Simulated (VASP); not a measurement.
Write the native input for VASP 6.6.1 that does the following.

* Task: single point
* Functional: PBE
* Potentials or basis: VASP PAW PBE potentials, release 64 (Hg, Pb_d)
* Cutoff: 520 eV
* k mesh: 6 × 6 × 6
* Occupations: gaussian, width 0.1 eV
* Spin: no spin polarisation
* Dipole correction: no
* Further INCAR settings: ALGO = Fast; EDIFF = 1e-07; NBANDS = 47

The structure of Hg2Pb lies in POSCAR:

```
Hg2Pb
1.0
    6.6958258111      0.0000000000      0.0000000000
    0.0000000000      6.6958258111      0.0000000000
    0.0000000000      0.0000000000      6.6958258111
Hg Pb
4 2
Direct
    0.2500000000      0.2500000000      0.2500000000
    0.2500000000      0.7500000000      0.7500000000
    0.7500000000      0.7500000000      0.2500000000
    0.7500000000      0.2500000000      0.7500000000
    0.0000000000      0.0000000000      0.0000000000
    0.5000000000      0.5000000000      0.5000000000
```

The input as run:

INCAR

```
SYSTEM = Hg2Pb
  ALGO = Fast
  EDIFF = 1E-7
  ENCUT = 520
  GGA = PE
  ISIF = 2
  ISMEAR = 0
  LASPH = .True.
  LCHARG = .False.
  LREAL = .False.
  LWAVE = .False.
  NBANDS = 47
  NELM = 60
  PREC = Accurate
  SIGMA = 0.1
```

KPOINTS

```
k-points
0
Gamma
  6 6 6
  0 0 0
```

Potentials or basis: VASP PAW PBE potentials, release 64 (Hg, Pb_d).

The run is started by

```sh
$ cat potpaw_PBE.64/Hg/POTCAR potpaw_PBE.64/Pb_d/POTCAR > POTCAR
$ mpirun -np 1 vasp_std > vasp.out
```

It gave:

```yaml
Pressure: 0.0 GPa
Band_gap_on_the_k_mesh: zero (band 38 reaches 0.18 eV, above the bottom of band 39 at -0.22 eV)
```

Caveat: spin-orbit coupling is left out, which moves the levels of the heavy elements.

Run time: 10 min on 1 thread of AMD EPYC 7R43 64-Core Processor (Zen 3), on a shared host, peak memory 0.46 GiB.
